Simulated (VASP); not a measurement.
A run of VASP 6.6.1 is set up as follows.

Contents of INCAR:

```
SYSTEM = WS2
PREC     = Accurate       ! precision mode
ENCUT    = 600            ! plane-wave cutoff, eV
EDIFF    = 1E-6           ! SCF threshold, eV
ISMEAR   = 0              ! smearing method
SIGMA    = 0.02           ! smearing width, eV
LREAL    = .False.        ! projectors in reciprocal space
LASPH    = .True.         ! aspherical terms in the spheres
NELM     = 80             ! most SCF steps
ALGO     = Normal         ! electronic algorithm
ISIF     = 3              ! what is computed and relaxed
LWAVE    = .False.        ! write WAVECAR
LCHARG   = .False.        ! write CHGCAR
GGA      = PE             ! functional
IVDW     = 12             ! dispersion correction
IBRION   = 2              ! ionic algorithm
NSW      = 100            ! ionic steps
EDIFFG   = -0.005         ! ionic threshold
```

File KPOINTS:

```
regular mesh
0
Gamma
  12 12 12
  0 0 0
```

File POSCAR:

```
WS2
1.0
    1.5786122893      0.9114122302      6.0545791489
   -1.5786122893      0.9114122302      6.0545791489
    0.0000000000     -1.8228244604      6.0545791489
W S
1 2
Direct
   -0.0006381089     -0.0006381089     -0.0006381089
    0.7526508554      0.7526508554      0.7526508554
    0.5792872535      0.5792872535      0.5792872535
```

Potentials or basis: VASP PAW PBE potentials, release 64 (W_sv, S).

Command:

```sh
$ cat potpaw_PBE.64/W_sv/POTCAR potpaw_PBE.64/S/POTCAR > POTCAR
$ mpirun -np 1 vasp_std > vasp.out
```

Problem. What does it give for the band gap on the k mesh?

Solution. 0.93 eV (least direct gap 1.92 eV).

Problem. What does it give for the relaxed cell?

Solution. a = 6.310 Å, b = 6.310 Å, c = 6.310 Å, α = 28.98°, β = 28.98°, γ = 28.98°.

Forces on the atoms (eV/Å):
```
W    0.000  0.000  0.003
S    0.000  0.000 -0.003
S    0.000  0.000  0.000
```

Caveat: spin-orbit coupling is left out, which moves the levels of the heavy elements. A k mesh can miss the band edges.
